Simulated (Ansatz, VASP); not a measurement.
## Two plane-wave programs on Be3S5

Contents of INCAR:

```
  PREC = Accurate
  ENCUT = 600
  EDIFF = 1E-6
  ISMEAR = 0
  SIGMA = 0.2
  LREAL = False
  LASPH = True
  NELM = 80
  ALGO = Normal
  ISIF = 3
  LWAVE = False
  LCHARG = False
  GGA = PE
  IBRION = 2
  NSW = 36
  EDIFFG = -0.08
```

The input KPOINTS:

```
Automatic mesh
0
Gamma
  4 4 4
```

Contents of POSCAR:

```
Be3S5
1.0
    2.9376532200      1.6960548800      4.4780967000
   -2.9376532200      1.6960548800      4.4780967000
    0.0000000000     -3.3921097600      4.4780967000
Be S
3 5
Direct
    0.5000000000      0.5000000000      0.0000000000
    0.0000000000      0.5000000000      0.5000000000
    0.5000000000      0.0000000000      0.5000000000
    0.0000000000      0.0000000000      0.5000000000
    0.5000000000      0.0000000000      0.0000000000
    0.0000000000      0.5000000000      0.0000000000
    0.5000000000      0.5000000000      0.5000000000
    0.0000000000      0.0000000000      0.0000000000
```

Input for Ansatz:

```yaml
crystal:
  lattice:
    - [2.93765322, 1.69605488, 4.4780967]
    - [-2.93765322, 1.69605488, 4.4780967]
    - [0.0, -3.39210976, 4.4780967]
  atoms:
    - { symbol: Be, position: [0.5, 0.5, 0.0] }
    - { symbol: Be, position: [0.0, 0.5, 0.5] }
    - { symbol: Be, position: [0.5, 0.0, 0.5] }
    - { symbol: S, position: [0.0, 0.0, 0.5] }
    - { symbol: S, position: [0.5, 0.0, 0.0] }
    - { symbol: S, position: [0.0, 0.5, 0.0] }
    - { symbol: S, position: [0.5, 0.5, 0.5] }
    - { symbol: S, position: [0.0, 0.0, 0.0] }
basis:
  ecutwfc: 420
kpoints:
  mp_grid: { grid: [4, 4, 4] }
hamiltonian:
  xc: pbe
scf:
  occupations: { method: gaussian, width: 0.2 }
  lower_state_search: "off"
output:
  forces: true
  stress: true
  eigenvalues: true
relax:
  adjacent_minimum: "off"
  f_tol: 0.08
  max_steps: 16
  cell: { stress_tol: 0.8 }
```

Alike in both runs: task relaxation of cell and atoms; functional PBE; k mesh 4 × 4 × 4; occupations gaussian, width 0.2 eV; no spin polarisation.

|  | VASP | Ansatz |
| --- | --- | --- |
| version | VASP 6.6.1 | Ansatz 0.2.0 |
| potentials or method | VASP PAW PBE potentials, release 64 (Be, S), cutoff 600 eV | scalar-relativistic, plane waves, PAW |
| valence electrons in the cell | 36 | 36 |

VASP gave:

| Quantity | Value |
| --- | --- |
| gap on the k mesh at the Fermi level, each at its own relaxed structure (eV) | none |
| relaxed volume (Å³/atom) | 13.66 |
| relaxed cell length with the largest relative difference (Å) | 4.780 |

Question: What did Ansatz give for the same quantities?

Answer: gap on the k mesh at the Fermi level, each at its own relaxed structure (eV): none; relaxed volume (Å³/atom): 13.61; relaxed cell length with the largest relative difference (Å): 4.775.

A gap of «none» marks a metal or a gap that the smearing closes.

Noted on VASP's run: the volume moved by over 15 % at a fixed basis, so the end points are rough.
